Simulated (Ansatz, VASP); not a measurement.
# CaSe: VASP beside Ansatz

```
CELL_PARAMETERS angstrom
5.08068 0.00000 0.00000
-2.54034 4.33497 0.00000
0.00000 0.00000 5.87573
ATOMIC_POSITIONS crystal
Ca 0.33232 0.66465 0.93750
Ca 0.66768 0.33535 0.43750
Se 0.33197 0.66393 0.43750
Se 0.66803 0.33607 0.93750
```

Change from the starting cell: uniaxial_x strain +1.5%.

Alike in both runs: task single point; functional r2SCAN; k mesh 6 × 6 × 4; no spin polarisation.

|  | VASP | Ansatz |
| --- | --- | --- |
| version | VASP 6.6.1 | Ansatz 0.2.0 |
| potentials or method | VASP PAW PBE potentials, release 64 (Ca_sv, Se) | plane waves, PAW |
| plane-wave cutoff (eV) | 520 | 500 |
| occupations | gaussian, width 0.01 eV | fixed |
| valence electrons in the cell | 32 | 52 |

|  | VASP | Ansatz | Ansatz less VASP |
| --- | --- | --- | --- |
| gap on the k mesh at the Fermi level (eV) | 2.93 | 2.93 | +0.001 |
| pressure (GPa) | -0.4 | -0.6 | -0.19 |
| traceless stress, the component that is largest in VASP (GPa) | 0.35 | 0.33 | -0.016 |

VASP's potentials were made for PBE, not for r2SCAN. VASP's potentials hold 32 valence electrons a cell and Ansatz's 52, so a difference there can come from the potentials and not from the codes.
